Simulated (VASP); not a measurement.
# B (Fd-3m) in VASP: a series of runs

The runs below take B through single point, with r2SCAN.

Program: VASP 6.6.1. These are calculated values, not measurements. Logs are shortened: lines on timing, memory, paths and dates and some standing lists are left out, and cuts for length are marked.

## (1) The cell of the first run

Symmetry: Fd-3m, No. 227, cubic system. Conventional cell: a = 3.940 Å, b = 3.940 Å, c = 3.940 Å, α = 90.00°, β = 90.00°, γ = 90.00°. Within 2.3 Å of B (site symmetry -43m) lie 4 B at 1.71 Å.

## (2) Single point, r2SCAN

The input, POSCAR:

```
B
1.0
    0.0000000000      1.9701817571      1.9701817571
    1.9701817571      0.0000000000      1.9701817571
    1.9701817571      1.9701817571      0.0000000000
B
2
Direct
    0.0000000000      0.0000000000      0.0000000000
    0.2500000000      0.2500000000      0.2500000000
```

The input, INCAR.step1:

```
SYSTEM = B
PREC = Accurate ; ENCUT = 520
ISMEAR = -1 ; SIGMA = 0.1
LREAL = .FALSE. ; LASPH = .TRUE.
NELM = 100 ; NBANDS = 10
GGA = PE ; ALGO = Normal
EDIFF = 1E-4 ; LWAVE = .TRUE.
LCHARG = .FALSE.
```

The input, INCAR.step2:

```
SYSTEM = B
PREC = Accurate ; ENCUT = 520
EDIFF = 1E-6 ; ISMEAR = -1
SIGMA = 0.1 ; LREAL = .FALSE.
LASPH = .TRUE. ; NELM = 100
ALGO = Normal ; ISIF = 2
LWAVE = .FALSE. ; LCHARG = .FALSE.
METAGGA = R2SCAN ; LMIXTAU = .TRUE.
NBANDS = 10 ; ISTART = 1
```

The input, KPOINTS:

```
regular mesh
0
G
  14 14 14
  0 0 0
```

Potentials or basis: VASP PAW PBE potentials, release 64 (B).

Run with:

```console
> cat potpaw_PBE.64/B/POTCAR > POTCAR
> cp INCAR.step1 INCAR
> mpirun -np 1 vasp_std > vasp.out
> cp INCAR.step2 INCAR
> mpirun -np 1 vasp_std > vasp.out
```

OUTCAR:

```text
SYSTEM = B
   PREC = Accurate
   ENCUT = 520
   EDIFF = 1E-6
   ISMEAR = -1
   LREAL = .FALSE.
   LASPH = .TRUE.
   NELM = 100
   ISIF = 2
   METAGGA = R2SCAN
   ISTART = 1

 ion  position               nearest neighbor table
   1  0.000  0.000  0.000-   2 1.71   2 1.71   2 1.71   2 1.71
   2  0.250  0.250  0.250-   1 1.71   1 1.71   1 1.71   1 1.71

  LATTYP: Found a face centered cubic cell.
 ALAT       =     3.9403635142

  Lattice vectors:

 A1 = (   0.0000000000,   1.9701817571,   1.9701817571)
 A2 = (   1.9701817571,   0.0000000000,   1.9701817571)
 A3 = (   1.9701817571,   1.9701817571,   0.0000000000)

Analysis of symmetry for initial positions (statically):
=====================================================================
 Subroutine PRICEL returns:
 Original cell was already a primitive cell.

 Routine SETGRP: Setting up the symmetry group for a
 face centered cubic supercell.

 Subroutine GETGRP returns: Found 48 space group operations
 (whereof 24 operations were pure point group operations)
 out of a pool of 48 trial point group operations.

The static configuration has the point symmetry T_d .
 The point group associated with its full space group is O_h .

Analysis of symmetry for dynamics (positions and initial velocities):
=====================================================================
 Subroutine PRICEL returns:
 Original cell was already a primitive cell.

 Routine SETGRP: Setting up the symmetry group for a
 face centered cubic supercell.

 Subroutine GETGRP returns: Found 48 space group operations
 (whereof 24 operations were pure point group operations)
 out of a pool of 48 trial point group operations.

The dynamic configuration has the point symmetry T_d .
 The point group associated with its full space group is O_h .

 Subroutine INISYM returns: Found 48 space group operations
 (whereof 24 operations are pure point group operations),
 and found     1 'primitive' translations

----------------------------------------------------------------------------------------

                                     Primitive cell

  volume of cell :      15.2950

  direct lattice vectors                    reciprocal lattice vectors
     0.000000000  1.970181757  1.970181757    -0.253783692  0.253783692  0.253783692
     1.970181757  0.000000000  1.970181757     0.253783692 -0.253783692  0.253783692
     1.970181757  1.970181757  0.000000000     0.253783692  0.253783692 -0.253783692
[... 84 lines left out ...]
   EDIFF  = 0.1E-05   stopping-criterion for ELM
   LREAL  =      F    real-space projection
   EDIFFG = 0.1E-04   stopping-criterion for IOM
   NSW    =      0    number of steps for IOM
   IBRION =     -1    ionic relax: 0-MD 1-quasi-New 2-CG
   NFREE  =      0    steps in history (QN), initial steepest desc. (CG)
   ISIF   =      2    stress and relaxation
   ISYM   =      2    0-nonsym 1-usesym 2-fastsym
   POTIM  = 0.5000    time-step for ionic-motion
   TEBEG  =    0.0;   TEEND  =   0.0 temperature during run
   PSTRESS=    0.0 pullay stress
   NELECT =       6.0000    total number of electrons
   NUPDOWN=      -1.0000    fix difference up-down
   EMIN   =  10.00;   EMAX   =-10.00  energy-range for DOS
   EFERMI =   0.00;   METHOD = LEGACY
   ISMEAR =    -1;   SIGMA  =   0.10  broadening in eV -4-tet -1-fermi 0-gaus
   EFERMI_NEDOS =   21; number of points for ismear=-14 and -15
   IALGO  =     38    algorithm
   IMIX   =      4    mixing-type and parameters
     AMIX     =   0.40;   BMIX     =  1.00
     AMIX_MAG =   1.60;   BMIX_MAG =  1.00
  volume/ion in A,a.u.               =       7.65        51.61
  Fermi-wavevector in a.u.,A,eV,Ry     =   1.198420  2.264685 19.540822  1.436210
  Thomas-Fermi vector in A             =   2.334309
   LORBIT       =      0    0 simple, 1 ext, 2 COOP (PROOUT), +10 PAW based schemes
   METAGGA = R2SCAN    functional components
   LHFCALC =     F    Hartree Fock is set to
   AEXX    =    0.0000 exact exchange contribution
   IVDW    =     0    specifies the selected vdW correction
   LEPSILON=     F    determine dielectric tensor
   LRPA    =     F    only Hartree local field effects (RPA)
 non-spin polarized calculation
  energy-cutoff  :      520.00
  volume of cell :       15.29
 maximum number of plane-waves:       428
 NGX is ok and might be reduce to    24
   NGX = 11   NGY = 11   NGZ = 11

 number of electron       6.0000000 magnetization

 Free energy of the ion-electron system (eV)
  ---------------------------------------------------
  ext. energy  EPLUGINS =         0.00000000
  ---------------------------------------------------
  free energy    TOTEN  =       -12.63863318 eV

  energy without entropy =      -12.61462983  energy(sigma->0) =      -12.62663151

 E-fermi :   4.3611     XC(G=0): -12.2489

 val. band max:        4.3564877274   @ k =   0.4286   0.2857   0.0714
 cond. band min:       4.3665225802   @ k =  -0.3571   0.2857   0.0714
 fundamental gap:      0.0100348528
 Fermi energy:         4.3611004953

 k-point     1 :       0.0000    0.0000    0.0000
  band No.  band energies     occupation
      1      -9.9911      2.00000
      2       9.0366      0.00000
      3       9.0366      0.00000
      4       9.0366      0.00000
      5      13.4603      0.00000
      6      13.4603      0.00000
      7      13.4603      0.00000
      8      23.7031      0.00000
      9      25.8014      0.00000
     10      29.2497      0.00000
[... 287 lines left out ...]
 k-point    24 :       0.2857    0.1429    0.0000
  band No.  band energies     occupation
      1      -8.1933      2.00000
      2       3.4370      1.99981
      3       5.7081      0.00000
      4       6.7033      0.00000
      5      13.8075      0.00000
      6      17.9354      0.00000
      7      18.0675      0.00000
      8      19.3956      0.00000
      9      27.2568      0.00000
     10      28.0140      0.00000

 [... further k-points ...]
[... 5 lines left out ...]
  --------------------------------------------------------------------------------------
  -------------------------------------------------------------------------------------
  Total        1.7062387      1.7062387      1.7062387      0.0000000      0.0000000     -0.0000000
  in kB      178.7316658    178.7316658    178.7316658      0.0000000      0.0000000     -0.0000000
  external PRESSURE =     178.7316658 kB  Pullay stress =       0.0000000 kB

 VOLUME and BASIS-vectors are now :
 -----------------------------------------------------------------------------
  energy-cutoff  :      520.00
  volume of cell :       15.29
      direct lattice vectors                 reciprocal lattice vectors
     0.000000000  1.970181757  1.970181757    -0.253783692  0.253783692  0.253783692
     1.970181757  0.000000000  1.970181757     0.253783692 -0.253783692  0.253783692
     1.970181757  1.970181757  0.000000000     0.253783692  0.253783692 -0.253783692

 POSITION                                       TOTAL-FORCE (eV/Angst)
 -----------------------------------------------------------------------------------
      0.00000      0.00000      0.00000        -0.000000      0.000000     -0.000000
      0.98509      0.98509      0.98509         0.000000      0.000000      0.000000
 -----------------------------------------------------------------------------------
    total drift:                               -0.000000      0.000000      0.000000

  FREE ENERGIE OF THE ION-ELECTRON SYSTEM (eV)
  ---------------------------------------------------
  free  energy   TOTEN  =       -12.6386331849 eV

  energy  without entropy=      -12.6146298311  energy(sigma->0) =      -12.62663151
```

OUTCAR.step1:

```text
SYSTEM = B
   PREC = Accurate
   ENCUT = 520
   ISMEAR = -1
   LREAL = .FALSE.
[... 536 lines left out ...]
      0.00000      0.00000      0.00000        -0.000000     -0.000000     -0.000000
      0.98509      0.98509      0.98509         0.000000      0.000000      0.000000
 -----------------------------------------------------------------------------------
    total drift:                               -0.000000     -0.000000      0.000000

  FREE ENERGIE OF THE ION-ELECTRON SYSTEM (eV)
  ---------------------------------------------------
  free  energy   TOTEN  =       -11.4628782009 eV

  energy  without entropy=      -11.4371166800  energy(sigma->0) =      -11.44999744
```

It took 21 s on 1 thread of Intel Xeon 6975P-C (Granite Rapids), shared host; peak memory 0.14 GiB.

Results:

```yaml
Free_energy: -12.6386 eV
Pressure: 17.9 GPa
Band_gap_on_the_k_mesh: zero (band 3 reaches 9.04 eV, above the bottom of band 4 at 0.89 eV)
```

Caveat: the PAW data sets were made with another functional, which shifts forces and pressure a little.

## (3) Single point, r2SCAN

POSCAR is that of step 2.

The input, INCAR.step1:

```
ALGO     = Normal         # electronic algorithm
EDIFF    = 1E-4           # SCF threshold, eV
ENCUT    = 520            # plane-wave cutoff, eV
GGA      = PE             # functional
ISMEAR   = -1             # smearing method
LASPH    = T              # aspherical terms in the spheres
LCHARG   = F              # write CHGCAR
LREAL    = F              # projectors in reciprocal space
LWAVE    = T              # write WAVECAR
NBANDS   = 10             # bands
NELM     = 60             # most SCF steps
PREC     = Accurate       # precision mode
SIGMA    = 0.1            # smearing width, eV
```

The input, INCAR.step2:

```
ALGO     = Normal         # electronic algorithm
EDIFF    = 1E-6           # SCF threshold, eV
ENCUT    = 520            # plane-wave cutoff, eV
ISIF     = 2              # what is computed and relaxed
ISMEAR   = -1             # smearing method
ISTART   = 1            
LASPH    = T              # aspherical terms in the spheres
LCHARG   = F              # write CHGCAR
LMIXTAU  = T            
LREAL    = F              # projectors in reciprocal space
LWAVE    = F              # write WAVECAR
METAGGA  = R2SCAN         # meta-GGA
NBANDS   = 10             # bands
NELM     = 60             # most SCF steps
PREC     = Accurate       # precision mode
SIGMA    = 0.1            # smearing width, eV
```

The input, KPOINTS:

```
k-points
0
Gamma
  14 14 14
```

Potentials or basis: VASP PAW PBE potentials, release 64 (B).

Run with:

```console
> cat potpaw_PBE.64/B/POTCAR > POTCAR
> cp INCAR.step1 INCAR
> mpirun -np 1 vasp_std > vasp.out
> cp INCAR.step2 INCAR
> mpirun -np 1 vasp_std > vasp.out
```

Wall time 19 s (1 thread of Intel Xeon 6975P-C (Granite Rapids), shared host); peak memory 0.14 GiB.

The run converged. Its results:

```yaml
Free_energy: -12.6386 eV
Pressure: 17.9 GPa
Band_gap_on_the_k_mesh: zero (band 3 reaches 9.04 eV, above the bottom of band 4 at 0.89 eV)
```

Levels at points of the mesh, in eV from the Fermi level:
| k point | band 1 | band 2 | band 3 | band 4 | band 5 | band 6 | band 7 | band 8 |
| --- | --- | --- | --- | --- | --- | --- | --- | --- |
| (0.00, 0.00, 0.00) | -14.35 | 4.68 | 4.68 | 4.68 | 9.10 | 9.10 | 9.10 | 19.34 |
| (0.50, 0.00, 0.00) | -8.89 | -7.88 | 1.98 | 1.98 | 11.32 | 11.32 | 13.76 | 17.75 |
| (0.50, 0.50, 0.00) | -6.61 | -6.61 | -1.47 | -1.47 | 8.05 | 8.05 | 20.93 | 20.93 |

Caveat: the PAW data sets were made with another functional, which shifts forces and pressure a little.

(Continued in part 2 of 2.)
